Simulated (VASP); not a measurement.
Wanted: the native input for a VASP 6.6.1 run.

- Task: single point
- Functional: PBE
- Potentials or basis: VASP PAW PBE potentials, release 64 (Al, N)
- Cutoff: 520 eV
- k mesh: 6 × 6 × 6
- Occupations: gaussian, width 0.01 eV
- Spin: no spin polarisation
- Dipole correction: no
- Further INCAR settings: ALGO = Normal; EDIFF = 1e-07; NBANDS = 11

The structure of AlN lies in POSCAR:

```
AlN
1.0
    0.0000000000      1.9583023986      2.0704327721
    1.9583023986      0.0000000000      2.0704327721
    1.9583023986      1.9583023986      0.0000000000
Al N
1 1
Direct
    0.0000000000      0.0000000000      0.0000000000
    0.5000000000      0.5000000000      0.5000000000
```

This cell differs from its parent crystal: epitaxial xy strain -3.0%.

One way to write it, as run:

INCAR

```
  ALGO = Normal
  EDIFF = 1E-7
  ENCUT = 520
  GGA = PE
  ISIF = 2
  ISMEAR = 0
  LASPH = True
  LCHARG = True
  LELF = True
  LREAL = False
  LVHAR = True
  LWAVE = False
  NBANDS = 11
  NELM = 60
  PREC = Accurate
  SIGMA = 0.01
```

KPOINTS

```
k-points
0
Gamma
  6 6 6
```

Potentials or basis: VASP PAW PBE potentials, release 64 (Al, N).

The run is started by

```console
$ cat potpaw_PBE.64/Al/POTCAR potpaw_PBE.64/N/POTCAR > POTCAR
$ mpirun -np 1 vasp_std > vasp.out
```

It gave:

```
Pressure               : 18.3 GPa
Band gap on the k mesh : 4.62 eV, indirect (least direct gap 5.97 eV)
```

Caveat: the k points lie up to 0.45 Å⁻¹ apart; the cell differs from its parent crystal (epitaxial xy strain -3.0%).

Run time: 2.9 s on 1 thread of Intel(R) Xeon(R) 6975P-C (Granite Rapids) (shared host), peak memory 0.13 GiB.
